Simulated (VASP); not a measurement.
# Si2Ni (Fm-3m) in VASP: single point with LDA

Aim: the single point of Si2Ni with LDA.

Everything below comes from runs of VASP 6.6.1. Logs are shortened: lines on timing, memory, paths and dates and some standing lists are left out, and cuts for length are marked.

### Step 1. The cell of the first run

Symmetry: Fm-3m, No. 225, cubic system. The conventional cell has a = 5.406 Å, b = 5.406 Å, c = 5.406 Å, α = 90.00°, β = 90.00°, γ = 90.00°. Within 3.1 Å of Si (site symmetry -43m) lie 4 Ni at 2.34 Å and 6 Si at 2.70 Å. Within 3.1 Å of Ni (site symmetry m-3m) lie 8 Si at 2.34 Å.

### Step 2. Single point, LDA, collinear spin, ferromagnetic start

The input, INCAR:

```
ALGO = Normal ; EDIFF = 1E-6
ENCUT = 600 ; GGA_COMPAT = F
ISIF = 2 ; ISMEAR = -1
ISPIN = 2 ; LASPH = T
LCHARG = F ; LMAXMIX = 4
LORBIT = 11 ; LREAL = F
LWAVE = F ; MAGMOM = 0 0 1.5
NBANDS = 20 ; NELM = 200
PREC = Accurate ; SIGMA = 0.05
```

The input, KPOINTS:

```
k-points
0
Gamma
  11 11 11
```

The input, POSCAR:

```
Si2Ni
1.0
    0.0000000000      2.7030000000      2.7030000000
    2.7030000000      0.0000000000      2.7030000000
    2.7030000000      2.7030000000      0.0000000000
Si Ni
2 1
Direct
    0.2500000000      0.2500000000      0.2500000000
    0.7500000000      0.7500000000      0.7500000000
    0.0000000000      0.0000000000      0.0000000000
```

Potentials or basis: VASP PAW LDA potentials, release 64 (Si, Ni).

Run with:

```bash
cat potpaw_LDA.64/Si/POTCAR potpaw_LDA.64/Ni/POTCAR > POTCAR
mpirun -np 1 vasp_std > vasp.out
```

OUTCAR:

```text
EDIFF = 1E-6
   ENCUT = 600
   ISIF = 2
   ISMEAR = -1
   ISPIN = 2
   LASPH = T
   LORBIT = 11
   LREAL = F
   NELM = 200
   PREC = Accurate

 ion  position               nearest neighbor table
   1  0.250  0.250  0.250-   3 2.34   3 2.34   3 2.34   3 2.34   2 2.70   2 2.70   2 2.70   2 2.70
                             2 2.70   2 2.70
   2  0.750  0.750  0.750-   3 2.34   3 2.34   3 2.34   3 2.34   1 2.70   1 2.70   1 2.70   1 2.70
                             1 2.70   1 2.70
   3  0.000  0.000  0.000-   2 2.34   1 2.34   2 2.34   1 2.34   2 2.34   2 2.34   1 2.34   1 2.34

  LATTYP: Found a face centered cubic cell.
 ALAT       =     5.4060000000

  Lattice vectors:

 A1 = (   0.0000000000,   2.7030000000,   2.7030000000)
 A2 = (   2.7030000000,   0.0000000000,   2.7030000000)
 A3 = (   2.7030000000,   2.7030000000,   0.0000000000)

Analysis of symmetry for initial positions (statically):
=====================================================================
 Subroutine PRICEL returns:
 Original cell was already a primitive cell.

 Routine SETGRP: Setting up the symmetry group for a
 face centered cubic supercell.

 Subroutine GETGRP returns: Found 48 space group operations
 (whereof 48 operations were pure point group operations)
 out of a pool of 48 trial point group operations.

The static configuration has the point symmetry O_h .

Analysis of symmetry for dynamics (positions and initial velocities):
=====================================================================
 Subroutine PRICEL returns:
 Original cell was already a primitive cell.

 Routine SETGRP: Setting up the symmetry group for a
 face centered cubic supercell.

 Subroutine GETGRP returns: Found 48 space group operations
 (whereof 48 operations were pure point group operations)
 out of a pool of 48 trial point group operations.

The dynamic configuration has the point symmetry O_h .

Analysis of structural, dynamic, and magnetic symmetry:
=====================================================================
 Subroutine PRICEL returns:
 Original cell was already a primitive cell.

 Routine SETGRP: Setting up the symmetry group for a
 face centered cubic supercell.

 Subroutine GETGRP returns: Found 48 space group operations
 (whereof 48 operations were pure point group operations)
 out of a pool of 48 trial point group operations.

The overall configuration has the point symmetry O_h .

 Subroutine INISYM returns: Found 48 space group operations
 (whereof 48 operations are pure point group operations),
 and found     1 'primitive' translations

----------------------------------------------------------------------------------------

                                     Primitive cell

  volume of cell :      39.4974

  direct lattice vectors                    reciprocal lattice vectors
     0.000000000  2.703000000  2.703000000    -0.184979652  0.184979652  0.184979652
     2.703000000  0.000000000  2.703000000     0.184979652 -0.184979652  0.184979652
     2.703000000  2.703000000  0.000000000     0.184979652  0.184979652 -0.184979652

  length of vectors
     3.822619259  3.822619259  3.822619259     0.320394156  0.320394156  0.320394156

  position of ions in fractional coordinates (direct lattice)
     0.250000000  0.250000000  0.250000000
     0.750000000  0.750000000  0.750000000
     0.000000000  0.000000000  0.000000000

  ion indices of the primitive-cell ions
   primitive index   ion index
                 1           1
                 2           2
                 3           3

----------------------------------------------------------------------------------------

 KPOINTS: k-points

Automatic generation of k-mesh.
 Grid dimensions read from file:
 generate k-points for:   11   11   11

 Generating k-lattice:

  Cartesian coordinates                     Fractional coordinates (reciprocal lattice)
    -0.016816332  0.016816332  0.016816332     0.090909091  0.000000000  0.000000000
     0.016816332 -0.016816332  0.016816332     0.000000000  0.090909091  0.000000000
     0.016816332  0.016816332 -0.016816332     0.000000000  0.000000000  0.090909091

  Length of vectors
     0.029126741  0.029126741  0.029126741

  Shift w.r.t. Gamma in fractional coordinates (k-lattice)
     0.000000000  0.000000000  0.000000000

 Subroutine IBZKPT returns following result:
 ===========================================

 Found     56 irreducible k-points:

 Following reciprocal coordinates:
            Coordinates               Weight
  0.000000  0.000000  0.000000      1.000000
  0.090909  0.000000  0.000000      8.000000
  0.181818  0.000000  0.000000      8.000000
  0.272727  0.000000  0.000000      8.000000
  0.363636  0.000000  0.000000      8.000000
  0.454545  0.000000  0.000000      8.000000
[... 16 lines left out ...]
 -0.272727  0.181818  0.000000     24.000000
 -0.181818  0.181818  0.000000     12.000000
 [... further k-points ...]
   k-points           NKPTS =     56   k-points in BZ     NKDIM =     56   number of bands    NBANDS=     20
   number of dos      NEDOS =    301   number of ions     NIONS =      3
   total plane-waves  NPLWV =  32768
   dimension x,y,z NGX =    32 NGY =   32 NGZ =   32
   dimension x,y,z NGXF=    64 NGYF=   64 NGZF=   64
   ions per type =               2   1
   NGX,Y,Z   is equivalent  to a cutoff of  13.92, 13.92, 13.92 a.u.
   NGXF,Y,Z  is equivalent  to a cutoff of  27.83, 27.83, 27.83 a.u.
 SYSTEM =  unknown system
   PREC   = accura    normal or accurate (medium, high low for compatibility)
   ISTART =      0    job   : 0-new  1-cont  2-samecut
   ICHARG =      2    charge: 1-file 2-atom 10-const
   ISPIN  =      2    spin polarized calculation?
   LNONCOLLINEAR =      F non collinear calculations
   LSORBIT =      F    spin-orbit coupling
   LASPH  =      T    aspherical Exc in radial PAW
   ENCUT  =  600.0 eV  44.10 Ry    6.64 a.u.   7.63  7.63  7.63*2*pi/ulx,y,z
   NELM   =    200;   NELMIN=  2; NELMDL= -5     # of ELM steps
   EDIFF  = 0.1E-05   stopping-criterion for ELM
   LREAL  =      F    real-space projection
   EDIFFG = 0.1E-04   stopping-criterion for IOM
   NSW    =      0    number of steps for IOM
   IBRION =     -1    ionic relax: 0-MD 1-quasi-New 2-CG
   NFREE  =      0    steps in history (QN), initial steepest desc. (CG)
   ISIF   =      2    stress and relaxation
   ISYM   =      2    0-nonsym 1-usesym 2-fastsym
   POTIM  = 0.5000    time-step for ionic-motion
   TEBEG  =    0.0;   TEEND  =   0.0 temperature during run
   PSTRESS=    0.0 pullay stress
   NELECT =      18.0000    total number of electrons
   NUPDOWN=      -1.0000    fix difference up-down
   EMIN   =  10.00;   EMAX   =-10.00  energy-range for DOS
   EFERMI =   0.00;   METHOD = LEGACY
   ISMEAR =    -1;   SIGMA  =   0.05  broadening in eV -4-tet -1-fermi 0-gaus
   EFERMI_NEDOS =   21; number of points for ismear=-14 and -15
   IALGO  =     38    algorithm
   IMIX   =      4    mixing-type and parameters
     AMIX     =   0.40;   BMIX     =  1.00
     AMIX_MAG =   1.60;   BMIX_MAG =  1.00
  volume/ion in A,a.u.               =      13.17        88.85
  Fermi-wavevector in a.u.,A,eV,Ry     =   1.259823  2.380721 21.594550  1.587155
  Thomas-Fermi vector in A             =   2.393364
   LORBIT       =     11    0 simple, 1 ext, 2 COOP (PROOUT), +10 PAW based schemes
   GGA     = CA    functional components
   LHFCALC =     F    Hartree Fock is set to
   AEXX    =    0.0000 exact exchange contribution
   IVDW    =     0    specifies the selected vdW correction
   LEPSILON=     F    determine dielectric tensor
   LRPA    =     F    only Hartree local field effects (RPA)
 spin polarized calculation
  energy-cutoff  :      600.00
  volume of cell :       39.50
 maximum number of plane-waves:      1363
   NGX = 15   NGY = 15   NGZ = 15

 number of electron      18.0000004 magnetization       0.0001180

 number of electron      18.0000004 magnetization      -0.0002570

 Free energy of the ion-electron system (eV)
  ---------------------------------------------------
  ext. energy  EPLUGINS =         0.00000000
  ---------------------------------------------------
  free energy    TOTEN  =       -19.88492550 eV

  energy without entropy =      -19.87742156  energy(sigma->0) =      -19.88117353

 E-fermi :  10.3140     XC(G=0): -11.7574

 val. band max:       10.3029319599   @ k =   0.2727   0.1818   0.0000
 cond. band min:      10.3254718474   @ k =   0.4545   0.3636   0.0909
 fundamental gap:      0.0225398875
 Fermi energy:        10.3139951785

 spin component 1

 k-point     1 :       0.0000    0.0000    0.0000
  band No.  band energies     occupation
      1      -3.4534      1.00000
      2       5.1187      1.00000
      3       5.1187      1.00000
      4       5.1187      1.00000
      5       6.8142      1.00000
      6       6.8142      1.00000
[... 12 lines left out ...]
     19      19.3549      0.00000
[... 513 lines left out ...]
      4       5.6257      1.00000
      5       6.4323      1.00000
      6       6.9190      1.00000
[... 12 lines left out ...]
     19      23.3810      0.00000
     20      24.9144      0.00000

 [... further k-points ...]

 spin component 2

 k-point     1 :       0.0000    0.0000    0.0000
  band No.  band energies     occupation
      1      -3.4534      1.00000
      2       5.1188      1.00000
      3       5.1188      1.00000
      4       5.1188      1.00000
      5       6.8145      1.00000
      6       6.8145      1.00000
[... 12 lines left out ...]
     19      19.3549      0.00000
[... 513 lines left out ...]
      4       5.6257      1.00000
      5       6.4326      1.00000
      6       6.9193      1.00000
[... 12 lines left out ...]
     19      23.3811      0.00000
     20      24.9144      0.00000

 [... further k-points ...]

------------------------ aborting loop because EDIFF is reached ----------------------------------------

  FORCE on cell =-STRESS in cart. coord.  units (eV):
  Direction    XX          YY          ZZ          XY          YZ          ZX
  --------------------------------------------------------------------------------------
  -------------------------------------------------------------------------------------
  Total       -1.1549753     -1.1549753     -1.1549753      0.0000000      0.0000000      0.0000000
  in kB      -46.8505982    -46.8505982    -46.8505982      0.0000000      0.0000000      0.0000000
  external PRESSURE =     -46.8505982 kB  Pullay stress =       0.0000000 kB

 VOLUME and BASIS-vectors are now :
 -----------------------------------------------------------------------------
  energy-cutoff  :      600.00
  volume of cell :       39.50
      direct lattice vectors                 reciprocal lattice vectors
     0.000000000  2.703000000  2.703000000    -0.184979652  0.184979652  0.184979652
     2.703000000  0.000000000  2.703000000     0.184979652 -0.184979652  0.184979652
     2.703000000  2.703000000  0.000000000     0.184979652  0.184979652 -0.184979652

 POSITION                                       TOTAL-FORCE (eV/Angst)
 -----------------------------------------------------------------------------------
      1.35150      1.35150      1.35150         0.000000      0.000000     -0.000000
      4.05450      4.05450      4.05450        -0.000000     -0.000000      0.000000
      0.00000      0.00000      0.00000         0.000000      0.000000      0.000000
 -----------------------------------------------------------------------------------
    total drift:                                0.000000     -0.000000      0.000000

  FREE ENERGIE OF THE ION-ELECTRON SYSTEM (eV)
  ---------------------------------------------------
  free  energy   TOTEN  =       -19.8849254951 eV

  energy  without entropy=      -19.8774215647  energy(sigma->0) =      -19.88117353

 total charge

# of ion       s       p       d       tot
------------------------------------------
    1        0.749   0.850   0.000   1.598
    2        0.749   0.850   0.000   1.598
    3        0.564   0.801   8.470   9.836
--------------------------------------------------
tot          2.061   2.500   8.470  13.032

 magnetization (x)

# of ion       s       p       d       tot
------------------------------------------
    1       -0.000  -0.000   0.000  -0.000
    2       -0.000  -0.000   0.000  -0.000
    3        0.000   0.000   0.000   0.000
--------------------------------------------------
tot         -0.000   0.000   0.000   0.000
```

Wall time 1.7 min (1 thread of AMD EPYC 7R43 (Zen 3), shared host); peak memory 0.18 GiB.

Results:

| Item | Value |
| --- | --- |
| Free energy | -19.8849 eV |
| Pressure | -4.7 GPa |
| Band gap on the k mesh | zero (filled and empty bands overlap) |
| Net moment | 0.00 μB per cell |
| Valence electrons inside the program's atomic spheres | Si 1.60; Ni 9.84 |

Caveat: the cell stands under tension; the moments typed at the start vanished in this run.

The gap in the log of VASP goes by the Fermi energy; the results here count the filled bands.